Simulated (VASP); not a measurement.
# Co (Pm-3m) in VASP: notebook

Co is run at these levels: r2SCAN, r2SCAN0; tasks: single point.

Program: VASP 6.6.1. These are calculated values, not measurements. Logs are shortened: lines on timing, memory, paths and dates and some standing lists are left out, and cuts for length are marked.

### 1 The cell of the first run

It takes space group Pm-3m (No. 221, cubic). Conventional cell: a = 2.188 Å, b = 2.188 Å, c = 2.188 Å, α = 90.00°, β = 90.00°, γ = 90.00°. Within 2.9 Å of Co (site symmetry m-3m) lie 6 Co at 2.19 Å.

This isn't the form of Co at room conditions, which is hcp.

### 2 Single point, r2SCAN, collinear spin, ferromagnetic start (10.48 Å³/atom)

Input file POSCAR:

```
Co
1.0
    0.0000000000      2.1882008146      2.1882008146
    2.1882008146      0.0000000000      2.1882008146
    2.1882008146      2.1882008146      0.0000000000
Co
2
Direct
    0.0000000000      0.0000000000      0.0000000000
    0.5000000000      0.5000000000      0.5000000000
```

Input file INCAR.step1:

```
SYSTEM = Co
ALGO = Normal
EDIFF = 1E-4
ENCUT = 520
GGA = PE
ISMEAR = -1
ISPIN = 2
LASPH = .True.
LCHARG = .False.
LMAXMIX = 4
LREAL = .False.
LWAVE = .True.
MAGMOM = -2.018 -2.018
NBANDS = 20
NELM = 150
PREC = Accurate
SIGMA = 0.05
```

Input file INCAR.step2:

```
SYSTEM = Co
ALGO = Normal
EDIFF = 1E-7
ENCUT = 520
ISIF = 2
ISMEAR = -1
ISPIN = 2
ISTART = 1
LASPH = .True.
LCHARG = .True.
LELF = .True.
LMAXMIX = 4
LMIXTAU = .True.
LORBIT = 11
LREAL = .False.
LVHAR = .True.
LWAVE = .False.
MAGMOM = -2.018 -2.018
METAGGA = R2SCAN
NBANDS = 20
NELM = 150
PREC = Accurate
SIGMA = 0.05
```

Input file KPOINTS:

```
k-points
0
Gamma
  14 14 14
  0 0 0
```

Potentials or basis: VASP PAW PBE potentials, release 64 (Co).

Command:

```console
$ cat potpaw_PBE.64/Co/POTCAR > POTCAR
$ cp INCAR.step1 INCAR
$ mpirun -np 1 vasp_std > vasp.out
$ cp INCAR.step2 INCAR
$ mpirun -np 1 vasp_std > vasp.out
```

OUTCAR:

```text
SYSTEM = Co
   EDIFF = 1E-7
   ENCUT = 520
   ISIF = 2
   ISMEAR = -1
   ISPIN = 2
   ISTART = 1
   LASPH = .True.
   LORBIT = 11
   LREAL = .False.
   METAGGA = R2SCAN
   NELM = 150
   PREC = Accurate

 ion  position               nearest neighbor table
   1  0.000  0.000  0.000-   2 2.19   2 2.19   2 2.19   2 2.19   2 2.19   2 2.19
   2  0.500  0.500  0.500-   1 2.19   1 2.19   1 2.19   1 2.19   1 2.19   1 2.19

  LATTYP: Found a face centered cubic cell.
 ALAT       =     4.3764016292

  Lattice vectors:

 A1 = (   0.0000000000,   2.1882008146,   2.1882008146)
 A2 = (   2.1882008146,   0.0000000000,   2.1882008146)
 A3 = (   2.1882008146,   2.1882008146,   0.0000000000)

Analysis of symmetry for initial positions (statically):
=====================================================================
 Subroutine PRICEL returns following result:

  LATTYP: Found a simple cubic cell.
 ALAT       =     2.1882008146

  Lattice vectors:

 A1 = (  -2.1882008146,   0.0000000000,   0.0000000000)
 A2 = (   0.0000000000,   0.0000000000,   2.1882008146)
 A3 = (   0.0000000000,   2.1882008146,   0.0000000000)

   2 primitive cells build up your supercell.

 Routine SETGRP: Setting up the symmetry group for a
 face centered cubic supercell.

 Subroutine GETGRP returns: Found 48 space group operations
 (whereof 48 operations were pure point group operations)
 out of a pool of 48 trial point group operations.

The static configuration has the point symmetry O_h .

Analysis of symmetry for dynamics (positions and initial velocities):
=====================================================================
 Subroutine PRICEL returns following result:

  LATTYP: Found a simple cubic cell.
 ALAT       =     2.1882008146

  Lattice vectors:

 A1 = (  -2.1882008146,   0.0000000000,   0.0000000000)
 A2 = (   0.0000000000,   0.0000000000,   2.1882008146)
 A3 = (   0.0000000000,   2.1882008146,   0.0000000000)

   2 primitive cells build up your supercell.

 Routine SETGRP: Setting up the symmetry group for a
 face centered cubic supercell.

 Subroutine GETGRP returns: Found 48 space group operations
 (whereof 48 operations were pure point group operations)
 out of a pool of 48 trial point group operations.

The dynamic configuration has the point symmetry O_h .

Analysis of structural, dynamic, and magnetic symmetry:
=====================================================================
 Subroutine PRICEL returns following result:

  LATTYP: Found a simple cubic cell.
 ALAT       =     2.1882008146

  Lattice vectors:

 A1 = (  -2.1882008146,   0.0000000000,   0.0000000000)
 A2 = (   0.0000000000,   0.0000000000,   2.1882008146)
 A3 = (   0.0000000000,   2.1882008146,   0.0000000000)

   2 primitive cells build up your supercell.

 Routine SETGRP: Setting up the symmetry group for a
 face centered cubic supercell.

 Subroutine GETGRP returns: Found 48 space group operations
 (whereof 48 operations were pure point group operations)
 out of a pool of 48 trial point group operations.

The overall configuration has the point symmetry O_h .

 Subroutine INISYM returns: Found 48 space group operations
 (whereof 48 operations are pure point group operations),
 and found     2 'primitive' translations

----------------------------------------------------------------------------------------

                                     Primitive cell

  volume of cell :      10.4776

  direct lattice vectors                    reciprocal lattice vectors
    -2.188200815  0.000000000  0.000000000    -0.456996448  0.000000000  0.000000000
     0.000000000  0.000000000  2.188200815     0.000000000  0.000000000  0.456996448
     0.000000000  2.188200815  0.000000000     0.000000000  0.456996448  0.000000000

  length of vectors
     2.188200815  2.188200815  2.188200815     0.456996448  0.456996448  0.456996448

  position of ions in fractional coordinates (direct lattice)
     0.000000000  0.000000000  0.000000000

  ion indices of the primitive-cell ions
   primitive index   ion index
                 1           1

----------------------------------------------------------------------------------------

 KPOINTS: k-points

Automatic generation of k-mesh.
 Grid dimensions read from file:
 generate k-points for:   14   14   14

 Generating k-lattice:

  Cartesian coordinates                     Fractional coordinates (reciprocal lattice)
    -0.016321302  0.016321302  0.016321302     0.071428571  0.000000000  0.000000000
     0.016321302 -0.016321302  0.016321302     0.000000000  0.071428571  0.000000000
     0.016321302  0.016321302 -0.016321302     0.000000000  0.000000000  0.071428571

  Length of vectors
     0.028269324  0.028269324  0.028269324

  Shift w.r.t. Gamma in fractional coordinates (k-lattice)
     0.000000000  0.000000000  0.000000000

 Subroutine IBZKPT returns following result:
 ===========================================

 Found    104 irreducible k-points:

 Following reciprocal coordinates:
            Coordinates               Weight
  0.000000  0.000000  0.000000      1.000000
  0.071429  0.000000  0.000000      8.000000
  0.142857  0.000000  0.000000      8.000000
  0.214286  0.000000  0.000000      8.000000
  0.285714  0.000000  0.000000      8.000000
  0.357143  0.000000  0.000000      8.000000
[... 16 lines left out ...]
  0.214286  0.142857  0.000000     24.000000
  0.285714  0.142857  0.000000     24.000000
 [... further k-points ...]
   k-points           NKPTS =    104   k-points in BZ     NKDIM =    104   number of bands    NBANDS=     20
   number of dos      NEDOS =    301   number of ions     NIONS =      2
   total plane-waves  NPLWV =  13824
   dimension x,y,z NGX =    24 NGY =   24 NGZ =   24
   dimension x,y,z NGXF=    48 NGYF=   48 NGZF=   48
   ions per type =               2
   NGX,Y,Z   is equivalent  to a cutoff of  12.89, 12.89, 12.89 a.u.
   NGXF,Y,Z  is equivalent  to a cutoff of  25.79, 25.79, 25.79 a.u.
 SYSTEM =  Co
   PREC   = accura    normal or accurate (medium, high low for compatibility)
   ISTART =      1    job   : 0-new  1-cont  2-samecut
   ICHARG =      0    charge: 1-file 2-atom 10-const
   ISPIN  =      2    spin polarized calculation?
   LNONCOLLINEAR =      F non collinear calculations
   LSORBIT =      F    spin-orbit coupling
   LASPH  =      T    aspherical Exc in radial PAW
   ENCUT  =  520.0 eV  38.22 Ry    6.18 a.u.   5.75  5.75  5.75*2*pi/ulx,y,z
   NELM   =    150;   NELMIN=  2; NELMDL=  0     # of ELM steps
   EDIFF  = 0.1E-06   stopping-criterion for ELM
   LREAL  =      F    real-space projection
   EDIFFG = 0.1E-05   stopping-criterion for IOM
   NSW    =      0    number of steps for IOM
   IBRION =     -1    ionic relax: 0-MD 1-quasi-New 2-CG
   NFREE  =      0    steps in history (QN), initial steepest desc. (CG)
   ISIF   =      2    stress and relaxation
   ISYM   =      2    0-nonsym 1-usesym 2-fastsym
   POTIM  = 0.5000    time-step for ionic-motion
   TEBEG  =    0.0;   TEEND  =   0.0 temperature during run
   PSTRESS=    0.0 pullay stress
   NELECT =      18.0000    total number of electrons
   NUPDOWN=      -1.0000    fix difference up-down
   EMIN   =  10.00;   EMAX   =-10.00  energy-range for DOS
   EFERMI =   0.00;   METHOD = LEGACY
   ISMEAR =    -1;   SIGMA  =   0.05  broadening in eV -4-tet -1-fermi 0-gaus
   EFERMI_NEDOS =   21; number of points for ismear=-14 and -15
   IALGO  =     38    algorithm
   IMIX   =      4    mixing-type and parameters
     AMIX     =   0.40;   BMIX     =  1.00
     AMIX_MAG =   1.60;   BMIX_MAG =  1.00
  volume/ion in A,a.u.               =      10.48        70.71
  Fermi-wavevector in a.u.,A,eV,Ry     =   1.556211  2.940812 32.950491  2.421793
  Thomas-Fermi vector in A             =   2.660040
   LORBIT       =     11    0 simple, 1 ext, 2 COOP (PROOUT), +10 PAW based schemes
   METAGGA = R2SCAN    functional components
   LHFCALC =     F    Hartree Fock is set to
   AEXX    =    0.0000 exact exchange contribution
   IVDW    =     0    specifies the selected vdW correction
   LEPSILON=     F    determine dielectric tensor
   LRPA    =     F    only Hartree local field effects (RPA)
 spin polarized calculation
  energy-cutoff  :      520.00
  volume of cell :       20.96
 maximum number of plane-waves:       588
   NGX = 11   NGY = 11   NGZ = 11

 number of electron      17.9999991 magnetization      -3.8179481

 Free energy of the ion-electron system (eV)
  ---------------------------------------------------
  ext. energy  EPLUGINS =         0.00000000
  ---------------------------------------------------
  free energy    TOTEN  =       -24.48887875 eV

  energy without entropy =      -24.47346793  energy(sigma->0) =      -24.48117334

 E-fermi :  11.3791     XC(G=0): -14.7339

 val. band max:       11.3760689601   @ k =  -0.3571   0.0714   0.0000
 cond. band min:      11.3951649929   @ k =   0.4286   0.4286   0.0000
 fundamental gap:      0.0190960328
 Fermi energy:        11.3791205377

 spin component 1

 k-point     1 :       0.0000    0.0000    0.0000
  band No.  band energies     occupation
      1       1.1564      1.00000
      2       6.9220      1.00000
      3       6.9221      1.00000
      4       7.9177      1.00000
      5       7.9178      1.00000
      6       7.9178      1.00000
[... 12 lines left out ...]
     19      34.4148      0.00000
     20      34.4149      0.00000

 k-point     2 :       0.0714    0.0000    0.0000
  band No.  band energies     occupation
      1       1.2958      1.00000
      2       6.9753      1.00000
      3       6.9754      1.00000
      4       7.8878      1.00000
      5       7.9880      1.00000
      6       7.9880      1.00000
[... 12 lines left out ...]
     19      33.6347      0.00000
     20      33.6348      0.00000
[... 465 lines left out ...]
      3       7.3820      1.00000
      4       7.5625      1.00000
      5       8.6868      1.00000
      6       8.7177      1.00000
[... 12 lines left out ...]
     19      35.3226      0.00000
     20      35.5215      0.00000

 k-point    24 :       0.2857    0.1429    0.0000
  band No.  band energies     occupation
      1       3.0796      1.00000
      2       7.2716      1.00000
      3       7.3841      1.00000
      4       7.8864      1.00000
      5       8.9999      1.00000
      6       9.1208      1.00000
[... 12 lines left out ...]
     19      34.4736      0.00000
     20      37.0234      0.00000

 [... further k-points ...]

 spin component 2

 k-point     1 :       0.0000    0.0000    0.0000
  band No.  band energies     occupation
      1       1.3225      1.00000
      2       5.3557      1.00000
      3       5.3557      1.00000
      4       5.4506      1.00000
      5       5.4506      1.00000
      6       5.4506      1.00000
[... 12 lines left out ...]
     19      33.3703      0.00000
     20      33.3704      0.00000

 k-point     2 :       0.0714    0.0000    0.0000
  band No.  band energies     occupation
      1       1.4594      1.00000
      2       5.4063      1.00000
      3       5.4063      1.00000
      4       5.4474      1.00000
      5       5.5092      1.00000
      6       5.5092      1.00000
[... 12 lines left out ...]
     19      32.6923      0.00000
     20      32.6924      0.00000
[... 465 lines left out ...]
      3       5.5679      1.00000
      4       6.0200      1.00000
      5       6.1193      1.00000
      6       6.1414      1.00000
[... 12 lines left out ...]
     19      34.3051      0.00000
     20      34.6595      0.00000

 k-point    24 :       0.2857    0.1429    0.0000
  band No.  band energies     occupation
      1       3.1624      1.00000
      2       5.0956      1.00000
      3       5.7608      1.00000
      4       6.3547      1.00000
      5       6.4024      1.00000
      6       6.4847      1.00000
[... 12 lines left out ...]
     19      33.5872      0.00000
     20      36.1718      0.00000

 [... further k-points ...]

------------------------ aborting loop because EDIFF is reached ----------------------------------------

  FORCE on cell =-STRESS in cart. coord.  units (eV):
  Direction    XX          YY          ZZ          XY          YZ          ZX
  --------------------------------------------------------------------------------------
  -------------------------------------------------------------------------------------
  Total        5.6890579      5.6890579      5.6890579      0.0000000     -0.0000000      0.0000000
  in kB      434.9701123    434.9701123    434.9701123      0.0000000     -0.0000000      0.0000000
  external PRESSURE =     434.9701123 kB  Pullay stress =       0.0000000 kB

 VOLUME and BASIS-vectors are now :
 -----------------------------------------------------------------------------
  energy-cutoff  :      520.00
  volume of cell :       20.96
      direct lattice vectors                 reciprocal lattice vectors
     0.000000000  2.188200815  2.188200815    -0.228498224  0.228498224  0.228498224
     2.188200815  0.000000000  2.188200815     0.228498224 -0.228498224  0.228498224
     2.188200815  2.188200815  0.000000000     0.228498224  0.228498224 -0.228498224

 POSITION                                       TOTAL-FORCE (eV/Angst)
 -----------------------------------------------------------------------------------
      0.00000      0.00000      0.00000        -0.000000     -0.000000     -0.000000
      2.18820      2.18820      2.18820         0.000000      0.000000      0.000000
 -----------------------------------------------------------------------------------
    total drift:                                0.000000     -0.000000      0.000000

  FREE ENERGIE OF THE ION-ELECTRON SYSTEM (eV)
  ---------------------------------------------------
  free  energy   TOTEN  =       -24.4888787488 eV

  energy  without entropy=      -24.4734679273  energy(sigma->0) =      -24.48117334

 total charge

# of ion       s       p       d       tot
------------------------------------------
    1        0.592   0.593   7.387   8.572
    2        0.592   0.593   7.387   8.572
--------------------------------------------------
tot          1.184   1.186  14.773  17.144

 magnetization (x)

# of ion       s       p       d       tot
------------------------------------------
    1       -0.018   0.009  -1.925  -1.933
    2       -0.018   0.009  -1.925  -1.933
--------------------------------------------------
tot         -0.036   0.019  -3.850  -3.867
```

It took 1.8 min on 1 thread of Intel Xeon 6975P-C (Granite Rapids), shared host; peak memory 0.2 GiB.

What came out:

* Free energy: -24.4889 eV
* Pressure: 43.5 GPa
* Net moment: -3.82 μB per cell
* Site moments: Co -1.93 μB
* Valence electrons inside the program's atomic spheres: Co 8.57

Caveat: the cell stands under pressure; the PAW data sets were made with another functional, which shifts forces and pressure a little.

### 3 Single point, r2SCAN, collinear spin, ferromagnetic start (10.93 Å³/atom)

This run uses another cell than the first one, of 10.93 Å³/atom.

Input file POSCAR:

```
Co
1.0
    0.0000000000      2.2194650502      2.2194650502
    2.2194650502      0.0000000000      2.2194650502
    2.2194650502      2.2194650502      0.0000000000
Co
2
Direct
    0.0000000000      0.0000000000      0.0000000000
    0.5000000000      0.5000000000      0.5000000000
```

Input file INCAR.step1:

```
  ALGO = Normal
  EDIFF = 1E-4
  ENCUT = 520
  GGA = PE
  ISMEAR = -1
  ISPIN = 2
  LASPH = T
  LCHARG = F
  LMAXMIX = 4
  LREAL = F
  LWAVE = T
  MAGMOM = -2.018 -2.018
  NBANDS = 20
  NELM = 150
  PREC = Accurate
  SIGMA = 0.05
```

Input file INCAR.step2:

```
  ALGO = Normal
  EDIFF = 1E-6
  ENCUT = 520
  ISIF = 2
  ISMEAR = -1
  ISPIN = 2
  ISTART = 1
  LASPH = T
  LCHARG = T
  LELF = T
  LMAXMIX = 4
  LMIXTAU = T
  LORBIT = 11
  LREAL = F
  LVHAR = T
  LWAVE = F
  MAGMOM = -2.018 -2.018
  METAGGA = R2SCAN
  NBANDS = 20
  NELM = 150
  PREC = Accurate
  SIGMA = 0.05
```

Input file KPOINTS:

```
k-points
0
Gamma
  14 14 14
```

Potentials or basis: VASP PAW PBE potentials, release 64 (Co).

Command:

```console
$ cat potpaw_PBE.64/Co/POTCAR > POTCAR
$ cp INCAR.step1 INCAR
$ mpirun -np 1 vasp_std > vasp.out
$ cp INCAR.step2 INCAR
$ mpirun -np 1 vasp_std > vasp.out
```

Run time: 92 s. Hardware: 1 thread of Intel Xeon 6975P-C (Granite Rapids), shared host; peak memory 0.2 GiB.

It converged, with:

```
Free energy                                           : -24.6963 eV
Pressure                                              : 30.0 GPa
Net moment                                            : -3.85 μB per cell
Site moments                                          : Co -1.96 μB
Valence electrons inside the program's atomic spheres : Co 8.48
```

Levels at points of the mesh, in eV from the Fermi level:
Spin up:
| k point | band 4 | band 5 | band 6 | band 7 | band 8 | band 9 | band 10 | band 11 |
| --- | --- | --- | --- | --- | --- | --- | --- | --- |
| (0.00, 0.00, 0.00) | -3.24 | -3.24 | -3.24 | 1.67 | 1.67 | 1.67 | 1.92 | 1.92 |
| (0.50, 0.00, 0.00) | -2.06 | -2.06 | -2.06 | -0.26 | -0.26 | -0.26 | -0.26 | 1.34 |
| (0.50, 0.50, 0.00) | -2.99 | -2.37 | 0.00 | 0.00 | 0.36 | 0.36 | 1.81 | 1.84 |
Spin down:
```tsv
k point	band 9	band 10	band 11	band 12	band 13	band 14
(0.00, 0.00, 0.00)	-1.89	-0.30	-0.30	13.39	13.39	13.39
(0.50, 0.00, 0.00)	-3.16	-3.16	-0.93	-0.93	14.16	14.16
(0.50, 0.50, 0.00)	-2.11	-1.76	-0.38	4.11	5.33	5.33
```

Caveat: the cell stands under pressure; the PAW data sets were made with another functional, which shifts forces and pressure a little.

### 4 Single point, r2SCAN, collinear spin, ferromagnetic start (11.39 Å³/atom)

This run uses another cell than the first one, of 11.39 Å³/atom.

Input file POSCAR:

```
Co
1.0
    0.0000000000      2.2498724596      2.2498724596
    2.2498724596      0.0000000000      2.2498724596
    2.2498724596      2.2498724596      0.0000000000
Co
2
Direct
    0.0000000000      0.0000000000      0.0000000000
    0.5000000000      0.5000000000      0.5000000000
```

Input file INCAR.step1:

```
PREC = Accurate
ENCUT = 520
ISMEAR = -1
SIGMA = 0.05
LREAL = F
LASPH = T
NELM = 150
ISPIN = 2
MAGMOM = -2.018 -2.018
LMAXMIX = 4
NBANDS = 20
GGA = PE
ALGO = Normal
EDIFF = 1E-4
LWAVE = T
LCHARG = F
```

Input file INCAR.step2:

```
PREC = Accurate
ENCUT = 520
EDIFF = 1E-7
ISMEAR = -1
SIGMA = 0.05
LREAL = F
LASPH = T
NELM = 150
ALGO = Normal
ISIF = 2
LWAVE = F
LCHARG = F
ISPIN = 2
MAGMOM = -2.018 -2.018
LORBIT = 11
LMAXMIX = 4
METAGGA = R2SCAN
LMIXTAU = T
NBANDS = 20
ISTART = 1
```

Input file KPOINTS:

```
regular mesh
0
Gamma
  14 14 14
```

Command:

```console
$ cat potpaw_PBE.64/Co/POTCAR > POTCAR
$ cp INCAR.step1 INCAR
$ mpirun -np 1 vasp_std > vasp.out
$ cp INCAR.step2 INCAR
$ mpirun -np 1 vasp_std > vasp.out
```

Wall time 1.8 min (1 thread of Intel Xeon 6975P-C (Granite Rapids), shared host); peak memory 0.2 GiB.

The run converged. Its results:

```
Free energy                                           : -24.8357 eV
Pressure                                              : 19.4 GPa
Net moment                                            : -3.93 μB per cell
Site moments                                          : Co -2.00 μB
Valence electrons inside the program's atomic spheres : Co 8.39
```

Levels at points of the mesh, in eV from the Fermi level:
Spin up:
```
           k point  band 4  band 5  band 6  band 7  band 8  band 9  band 10  band 11
(0.00, 0.00, 0.00)   -3.02   -3.02   -3.02    1.61    1.61    1.61     1.75     1.75
(0.50, 0.00, 0.00)   -2.01   -2.01   -2.01   -0.22   -0.22   -0.22    -0.22     1.27
(0.50, 0.50, 0.00)   -2.91   -2.29    0.04    0.04    0.37    0.37     1.67     1.74
```
Spin down:
```
           k point  band 7  band 8  band 9  band 10  band 11  band 12  band 13  band 14  band 15  band 16
(0.00, 0.00, 0.00)   -2.02   -2.02   -2.02    -0.47    -0.47    12.87    12.87    12.87    13.67    17.80
(0.50, 0.00, 0.00)   -3.18   -3.18   -3.17    -3.17    -1.06    -1.06    13.68    13.68    13.68    13.68
(0.50, 0.50, 0.00)   -3.06   -3.06   -2.03    -1.90    -0.54     3.77     5.14     5.14    11.41    13.01
```

Caveat: the cell stands under pressure; the PAW data sets were made with another functional, which shifts forces and pressure a little.

[end of part 1 of 2]
